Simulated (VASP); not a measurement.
# PbS (P6_3/mmc) in VASP: notebook

The runs below take PbS through single point, with PBE, r2SCAN.

Program: VASP 6.6.1. These are calculated values, not measurements. Logs are shortened: lines on timing, memory, paths and dates and some standing lists are left out, and cuts for length are marked.

## 1. The cell of the first run

It takes space group P6_3/mmc (No. 194, hexagonal). The conventional cell has a = 4.123 Å, b = 4.123 Å, c = 7.334 Å, α = 90.00°, β = 90.00°, γ = 120.00°. Within 4.0 Å of Pb (site symmetry -3m) lie 6 S at 3.00 Å and 2 Pb at 3.67 Å. S (site symmetry -6m2) has 6 Pb at 3.00 Å within 4.0 Å.

## 2. Single point, PBE

Input file INCAR:

```
  PREC = Accurate
  ENCUT = 520
  EDIFF = 1E-6
  ISMEAR = -1
  SIGMA = 0.02
  LREAL = F
  LASPH = T
  NELM = 100
  ALGO = Normal
  ISIF = 2
  LWAVE = F
  LCHARG = F
  GGA = PE
  NBANDS = 28
```

Input file KPOINTS:

```
regular mesh
0
Gamma
  6 6 4
```

Input file POSCAR:

```
PbS
1.0
    4.1234512951      0.0000000000      0.0000000000
   -2.0617256475      3.5710135728      0.0000000000
    0.0000000000      0.0000000000      7.3337316316
Pb S
2 2
Direct
    0.0000000000      0.0000000000      0.0000000000
    0.0000000000      0.0000000000      0.5000000000
    0.3333333333      0.6666666667      0.2500000000
    0.6666666667      0.3333333333      0.7500000000
```

Potentials or basis: VASP PAW PBE potentials, release 64 (Pb_d, S).

Command:

```bash
> cat potpaw_PBE.64/Pb_d/POTCAR potpaw_PBE.64/S/POTCAR > POTCAR
> mpirun -np 1 vasp_std > vasp.out
```

OUTCAR:

```text
PREC = Accurate
   ENCUT = 520
   EDIFF = 1E-6
   ISMEAR = -1
   LREAL = F
   LASPH = T
   NELM = 100
   ISIF = 2
   GGA = PE

 ion  position               nearest neighbor table
   1  0.000  0.000  0.000-   3 3.00   4 3.00   3 3.00   4 3.00   4 3.00   3 3.00   2 3.67   2 3.67

   2  0.000  0.000  0.500-   3 3.00   4 3.00   3 3.00   4 3.00   4 3.00   3 3.00   1 3.67   1 3.67

   3  0.333  0.667  0.250-   1 3.00   2 3.00   1 3.00   2 3.00   1 3.00   2 3.00
   4  0.667  0.333  0.750-   1 3.00   2 3.00   1 3.00   2 3.00   1 3.00   2 3.00

  LATTYP: Found a hexagonal cell.
 ALAT       =     4.1234512951
 C/A-ratio  =     1.7785420772

  Lattice vectors:

 A1 = (   4.1234512951,   0.0000000000,   0.0000000000)
 A2 = (  -2.0617256475,   3.5710135728,   0.0000000000)
 A3 = (   0.0000000000,   0.0000000000,   7.3337316316)

Analysis of symmetry for initial positions (statically):
=====================================================================
 Subroutine PRICEL returns:
 Original cell was already a primitive cell.

 Routine SETGRP: Setting up the symmetry group for a
 hexagonal supercell.

 Subroutine GETGRP returns: Found 24 space group operations
 (whereof 12 operations were pure point group operations)
 out of a pool of 24 trial point group operations.

The static configuration has the point symmetry D_3d.
 The point group associated with its full space group is D_6h.

Analysis of symmetry for dynamics (positions and initial velocities):
=====================================================================
 Subroutine PRICEL returns:
 Original cell was already a primitive cell.

 Routine SETGRP: Setting up the symmetry group for a
 hexagonal supercell.

 Subroutine GETGRP returns: Found 24 space group operations
 (whereof 12 operations were pure point group operations)
 out of a pool of 24 trial point group operations.

The dynamic configuration has the point symmetry D_3d.
 The point group associated with its full space group is D_6h.

 Subroutine INISYM returns: Found 24 space group operations
 (whereof 12 operations are pure point group operations),
 and found     1 'primitive' translations

----------------------------------------------------------------------------------------

                                     Primitive cell

  volume of cell :     107.9885

  direct lattice vectors                    reciprocal lattice vectors
     4.123451295  0.000000000  0.000000000     0.242515293  0.140016270  0.000000000
    -2.061725647  3.571013573  0.000000000     0.000000000  0.280032540  0.000000000
     0.000000000  0.000000000  7.333731632     0.000000000  0.000000000  0.136356230

  length of vectors
     4.123451295  4.123451295  7.333731632     0.280032540  0.280032540  0.136356230

  position of ions in fractional coordinates (direct lattice)
     0.000000000  0.000000000  0.000000000
     0.000000000  0.000000000  0.500000000
     0.333333333  0.666666667  0.250000000
     0.666666667  0.333333333  0.750000000

  ion indices of the primitive-cell ions
   primitive index   ion index
                 1           1
                 2           2
                 3           3
                 4           4

----------------------------------------------------------------------------------------

 KPOINTS: regular mesh

Automatic generation of k-mesh.
 Grid dimensions read from file:
 generate k-points for:    6    6    4

 Generating k-lattice:

  Cartesian coordinates                     Fractional coordinates (reciprocal lattice)
     0.040419216  0.023336045  0.000000000     0.166666667 -0.000000000  0.000000000
     0.000000000  0.046672090  0.000000000     0.000000000  0.166666667  0.000000000
     0.000000000  0.000000000  0.034089058     0.000000000  0.000000000  0.250000000

  Length of vectors
     0.046672090  0.046672090  0.034089058

  Shift w.r.t. Gamma in fractional coordinates (k-lattice)
     0.000000000  0.000000000  0.000000000

 Subroutine IBZKPT returns following result:
 ===========================================

 Found     21 irreducible k-points:

 Following reciprocal coordinates:
            Coordinates               Weight
  0.000000  0.000000  0.000000      1.000000
  0.166667  0.000000  0.000000      6.000000
  0.333333  0.000000  0.000000      6.000000
  0.500000  0.000000  0.000000      3.000000
  0.166667  0.166667  0.000000      6.000000
  0.333333  0.166667  0.000000     12.000000
[... 13 lines left out ...]
  0.333333  0.166667  0.500000     12.000000
  0.333333  0.333333  0.500000      2.000000
   k-points           NKPTS =     21   k-points in BZ     NKDIM =     21   number of bands    NBANDS=     28
   number of dos      NEDOS =    301   number of ions     NIONS =      4
   total plane-waves  NPLWV =  57344
   dimension x,y,z NGX =    32 NGY =   32 NGZ =   56
   dimension x,y,z NGXF=    64 NGYF=   64 NGZF=  112
   ions per type =               2   2
   NGX,Y,Z   is equivalent  to a cutoff of  12.90, 12.90, 12.69 a.u.
   NGXF,Y,Z  is equivalent  to a cutoff of  25.80, 25.80, 25.39 a.u.
 SYSTEM =  unknown system
   PREC   = accura    normal or accurate (medium, high low for compatibility)
   ISTART =      0    job   : 0-new  1-cont  2-samecut
   ICHARG =      2    charge: 1-file 2-atom 10-const
   ISPIN  =      1    spin polarized calculation?
   LNONCOLLINEAR =      F non collinear calculations
   LSORBIT =      F    spin-orbit coupling
   LASPH  =      T    aspherical Exc in radial PAW
   ENCUT  =  520.0 eV  38.22 Ry    6.18 a.u.   7.67  7.67 13.64*2*pi/ulx,y,z
   NELM   =    100;   NELMIN=  2; NELMDL= -5     # of ELM steps
   EDIFF  = 0.1E-05   stopping-criterion for ELM
   LREAL  =      F    real-space projection
   EDIFFG = 0.1E-04   stopping-criterion for IOM
   NSW    =      0    number of steps for IOM
   IBRION =     -1    ionic relax: 0-MD 1-quasi-New 2-CG
   NFREE  =      0    steps in history (QN), initial steepest desc. (CG)
   ISIF   =      2    stress and relaxation
   ISYM   =      2    0-nonsym 1-usesym 2-fastsym
   POTIM  = 0.5000    time-step for ionic-motion
   TEBEG  =    0.0;   TEEND  =   0.0 temperature during run
   PSTRESS=    0.0 pullay stress
   NELECT =      40.0000    total number of electrons
   NUPDOWN=      -1.0000    fix difference up-down
   EMIN   =  10.00;   EMAX   =-10.00  energy-range for DOS
   EFERMI =   0.00;   METHOD = LEGACY
   ISMEAR =    -1;   SIGMA  =   0.02  broadening in eV -4-tet -1-fermi 0-gaus
   EFERMI_NEDOS =   21; number of points for ismear=-14 and -15
   IALGO  =     38    algorithm
   IMIX   =      4    mixing-type and parameters
     AMIX     =   0.40;   BMIX     =  1.00
     AMIX_MAG =   1.60;   BMIX_MAG =  1.00
  volume/ion in A,a.u.               =      27.00       182.19
  Fermi-wavevector in a.u.,A,eV,Ry     =   1.175716  2.221781 18.807438  1.382308
  Thomas-Fermi vector in A             =   2.312092
   LORBIT       =      0    0 simple, 1 ext, 2 COOP (PROOUT), +10 PAW based schemes
   GGA     = PE    functional components
   LHFCALC =     F    Hartree Fock is set to
   AEXX    =    0.0000 exact exchange contribution
   IVDW    =     0    specifies the selected vdW correction
   LEPSILON=     F    determine dielectric tensor
   LRPA    =     F    only Hartree local field effects (RPA)
 non-spin polarized calculation
  energy-cutoff  :      520.00
  volume of cell :      107.99
 maximum number of plane-waves:      2937
 NGX is ok and might be reduce to    32
   NGX = 15   NGY = 15   NGZ = 27

 number of electron      39.9999995 magnetization

 Free energy of the ion-electron system (eV)
  ---------------------------------------------------
  ext. energy  EPLUGINS =         0.00000000
  ---------------------------------------------------
  free energy    TOTEN  =       -17.29117850 eV

  energy without entropy =      -17.29055779  energy(sigma->0) =      -17.29086815

 E-fermi :   5.7725     XC(G=0):  -9.5083

 val. band max:        5.5440627800   @ k =   0.3333   0.3333   0.0000
 cond. band min:       5.7743129474   @ k =   0.0000   0.0000   0.0000
 fundamental gap:      0.2302501674
 Fermi energy:         5.7724783296

 k-point     1 :       0.0000    0.0000    0.0000
  band No.  band energies     occupation
      1     -11.5501      2.00000
      2     -11.4813      2.00000
      3     -11.4813      2.00000
      4     -11.4663      2.00000
      5     -11.4663      2.00000
      6     -11.4534      2.00000
[... 20 lines left out ...]
     27      11.2565      0.00000
     28      12.9918      0.00000

 k-point     2 :       0.1667    0.0000    0.0000
  band No.  band energies     occupation
      1     -11.5438      2.00000
      2     -11.5019      2.00000
      3     -11.4702      2.00000
      4     -11.4695      2.00000
      5     -11.4637      2.00000
      6     -11.4525      2.00000
[... 20 lines left out ...]
     27      11.2258      0.00000
     28      12.0130      0.00000

 k-point     3 :       0.3333    0.0000    0.0000
  band No.  band energies     occupation
      1     -11.5563      2.00000
      2     -11.5305      2.00000
      3     -11.4787      2.00000
      4     -11.4705      2.00000
      5     -11.4678      2.00000
      6     -11.4308      2.00000
[... 20 lines left out ...]
     27      11.0794      0.00000
     28      13.5956      0.00000

 k-point     4 :       0.5000    0.0000    0.0000
  band No.  band energies     occupation
      1     -11.5816      2.00000
      2     -11.5272      2.00000
      3     -11.4841      2.00000
      4     -11.4714      2.00000
      5     -11.4701      2.00000
      6     -11.4214      2.00000
[... 485 lines left out ...]
     27      11.8489      0.00000
     28      11.8489      0.00000

 k-point    20 :       0.3333    0.1667    0.5000
  band No.  band energies     occupation
      1     -11.5093      2.00000
      2     -11.5093      2.00000
      3     -11.4582      2.00000
      4     -11.4582      2.00000
      5     -11.4449      2.00000
      6     -11.4449      2.00000
[... 20 lines left out ...]
     27      12.3358      0.00000
     28      12.3358      0.00000

 k-point    21 :       0.3333    0.3333    0.5000
  band No.  band energies     occupation
      1     -11.5006      2.00000
      2     -11.5006      2.00000
      3     -11.4566      2.00000
      4     -11.4566      2.00000
      5     -11.4407      2.00000
      6     -11.4407      2.00000
[... 20 lines left out ...]
     27      13.1564      0.00000
     28      13.1564      0.00000

------------------------ aborting loop because EDIFF is reached ----------------------------------------

  FORCE on cell =-STRESS in cart. coord.  units (eV):
  Direction    XX          YY          ZZ          XY          YZ          ZX
  --------------------------------------------------------------------------------------
  -------------------------------------------------------------------------------------
  Total        0.5612819      0.5612819      0.5366552      0.0000000      0.0000000      0.0000000
  in kB        8.3274919      8.3274919      7.9621171      0.0000000      0.0000000      0.0000000
  external PRESSURE =       8.2057003 kB  Pullay stress =       0.0000000 kB

 VOLUME and BASIS-vectors are now :
 -----------------------------------------------------------------------------
  energy-cutoff  :      520.00
  volume of cell :      107.99
      direct lattice vectors                 reciprocal lattice vectors
     4.123451295  0.000000000  0.000000000     0.242515293  0.140016270  0.000000000
    -2.061725647  3.571013573  0.000000000     0.000000000  0.280032540  0.000000000
     0.000000000  0.000000000  7.333731632     0.000000000  0.000000000  0.136356230

 POSITION                                       TOTAL-FORCE (eV/Angst)
 -----------------------------------------------------------------------------------
      0.00000      0.00000      0.00000        -0.000000      0.000000      0.000000
      0.00000      0.00000      3.66687        -0.000000      0.000000      0.000000
     -0.00000      2.38068      1.83343         0.000000     -0.000000      0.000000
      2.06173      1.19034      5.50030        -0.000000      0.000000     -0.000000
 -----------------------------------------------------------------------------------
    total drift:                                0.000000     -0.000000      0.000000

  FREE ENERGIE OF THE ION-ELECTRON SYSTEM (eV)
  ---------------------------------------------------
  free  energy   TOTEN  =       -17.2911785023 eV

  energy  without entropy=      -17.2905577922  energy(sigma->0) =      -17.29086815
```

It took 96 s on 1 thread of AMD EPYC 7R13 (Zen 3), shared host; peak memory 0.21 GiB.

Results:

```yaml
Free_energy: -17.2912 eV
Pressure: 0.8 GPa
```

Caveat: spin-orbit coupling is left out, which moves the levels of the heavy elements.

## 3. Single point, PBE

Input file INCAR:

```
SYSTEM = PbS
ALGO = Normal
EDIFF = 1E-6
ENCUT = 520
GGA = PE
ISIF = 2
ISMEAR = -1
LASPH = .True.
LCHARG = .True.
LELF = .True.
LREAL = .False.
LVHAR = .True.
LWAVE = .False.
NBANDS = 28
NELM = 80
PREC = Accurate
SIGMA = 0.02
```

Input file KPOINTS:

```
k-points
0
Gamma
  6 6 4
  0 0 0
```

POSCAR is that of step 2.

Potentials or basis: VASP PAW PBE potentials, release 64 (Pb_d, S).

Command:

```bash
> cat potpaw_PBE.64/Pb_d/POTCAR potpaw_PBE.64/S/POTCAR > POTCAR
> mpirun -np 1 vasp_std > vasp.out
```

It took 74 s on 1 thread of AMD EPYC 7R13 (Zen 3), shared host; peak memory 0.21 GiB.

The run converged. Its results:

| Quantity | Value |
| --- | --- |
| Free energy | -17.2912 eV |
| Pressure | 0.8 GPa |

Levels at points of the mesh, in eV from the Fermi level:
```
           k point  band 18  band 19  band 20  band 21  band 22  band 23
(0.00, 0.00, 0.00)    -1.81    -1.81     0.00     0.03     3.02     3.02
(0.50, 0.00, 0.00)    -1.96    -1.86    -1.13     0.04     1.69     2.37
(0.00, 0.00, 0.50)    -2.02    -1.76    -1.76     2.39     2.39     3.08
(0.50, 0.00, 0.50)    -2.93    -2.79    -2.79     2.42     2.42     2.61
```

Caveat: spin-orbit coupling is left out, which moves the levels of the heavy elements.

## 4. Single point, r2SCAN

POSCAR is that of step 3.

Input file INCAR.step1:

```
  ALGO = Normal
  EDIFF = 1E-4
  ENCUT = 520
  GGA = PE
  ISMEAR = -1
  LASPH = T
  LCHARG = F
  LREAL = F
  LWAVE = T
  NBANDS = 28
  NELM = 80
  PREC = Accurate
  SIGMA = 0.02
```

Input file INCAR.step2:

```
  ALGO = Normal
  EDIFF = 1E-7
  ENCUT = 520
  ISIF = 2
  ISMEAR = -1
  ISTART = 1
  LASPH = T
  LCHARG = F
  LMIXTAU = T
  LREAL = F
  LWAVE = F
  METAGGA = R2SCAN
  NBANDS = 28
  NELM = 80
  PREC = Accurate
  SIGMA = 0.02
```

Input file KPOINTS:

```
k-points
0
Gamma
  6 6 4
```

Command:

```bash
> cat potpaw_PBE.64/Pb_d/POTCAR potpaw_PBE.64/S/POTCAR > POTCAR
> cp INCAR.step1 INCAR
> mpirun -np 1 vasp_std > vasp.out
> cp INCAR.step2 INCAR
> mpirun -np 1 vasp_std > vasp.out
```

Run time: 5.1 min. Hardware: 1 thread of AMD EPYC 7R13 (Zen 3), shared host; peak memory 0.23 GiB.

The run converged. Its results:

| Quantity | Value |
| --- | --- |
| Free energy | -130.9590 eV |
| Pressure | 0.0 GPa |
| Band gap on the k mesh | 0.25 eV, indirect (the least direct gap lies 3.4 meV higher) |

Levels at points of the mesh, in eV from the valence-band top:
| k point | band 16 | band 17 | band 18 | band 19 | band 20 | band 21 | band 22 | band 23 | band 24 | band 25 |
| --- | --- | --- | --- | --- | --- | --- | --- | --- | --- | --- |
| (0.00, 0.00, 0.00) | -2.43 | -2.43 | -2.00 | -2.00 | 0.00 | 0.25 | 3.22 | 3.22 | 3.62 | 3.62 |
| (0.50, 0.00, 0.00) | -4.74 | -3.57 | -2.15 | -2.03 | -1.23 | 0.25 | 1.85 | 2.55 | 3.76 | 4.93 |
| (0.00, 0.00, 0.50) | -2.21 | -2.21 | -2.21 | -1.83 | -1.83 | 2.63 | 2.63 | 3.28 | 3.28 | 3.28 |
| (0.50, 0.00, 0.50) | -3.73 | -3.10 | -3.10 | -2.99 | -2.99 | 2.65 | 2.65 | 2.82 | 2.82 | 3.52 |

Caveat: the PAW data sets were made with another functional, which shifts forces and pressure a little; spin-orbit coupling is left out, which moves the levels of the heavy elements.

## 5. Single point, r2SCAN

POSCAR is that of step 4.

Input file INCAR.step1:

```
SYSTEM = PbS
PREC = Accurate
ENCUT = 520
ISMEAR = -1
SIGMA = 0.02
LREAL = .False.
LASPH = .True.
NELM = 60
NBANDS = 28
GGA = PE
ALGO = Normal
EDIFF = 1E-4
LWAVE = .True.
LCHARG = .False.
```

Input file INCAR.step2:

```
SYSTEM = PbS
PREC = Accurate
ENCUT = 520
EDIFF = 1E-6
ISMEAR = -1
SIGMA = 0.02
LREAL = .False.
LASPH = .True.
NELM = 60
ALGO = Normal
ISIF = 2
LWAVE = .False.
LCHARG = .False.
METAGGA = R2SCAN
LMIXTAU = .True.
NBANDS = 28
ISTART = 1
```

Input file KPOINTS:

```
Automatic mesh
0
Gamma
  6 6 4
  0 0 0
```

Command:

```bash
> cat potpaw_PBE.64/Pb_d/POTCAR potpaw_PBE.64/S/POTCAR > POTCAR
> cp INCAR.step1 INCAR
> mpirun -np 1 vasp_std > vasp.out
> cp INCAR.step2 INCAR
> mpirun -np 1 vasp_std > vasp.out
```

Wall time 3.7 min (1 thread of AMD EPYC 7R13 (Zen 3), shared host); peak memory 0.23 GiB.

It converged, with:

```
Free energy            : -130.9590 eV
Pressure               : 0.0 GPa
Band gap on the k mesh : 0.25 eV, indirect (the least direct gap lies 3.4 meV higher)
```

Levels at points of the mesh, in eV from the valence-band top:
| k point | band 17 | band 18 | band 19 | band 20 | band 21 | band 22 | band 23 | band 24 |
| --- | --- | --- | --- | --- | --- | --- | --- | --- |
| (0.00, 0.00, 0.00) | -2.43 | -2.00 | -2.00 | 0.00 | 0.25 | 3.22 | 3.22 | 3.62 |
| (0.50, 0.00, 0.00) | -3.57 | -2.15 | -2.03 | -1.23 | 0.25 | 1.85 | 2.55 | 3.76 |
| (0.00, 0.00, 0.50) | -2.21 | -2.21 | -1.83 | -1.83 | 2.63 | 2.63 | 3.28 | 3.28 |
| (0.50, 0.00, 0.50) | -3.10 | -3.10 | -2.99 | -2.99 | 2.65 | 2.65 | 2.82 | 2.82 |

Caveat: the PAW data sets were made with another functional, which shifts forces and pressure a little; spin-orbit coupling is left out, which moves the levels of the heavy elements.
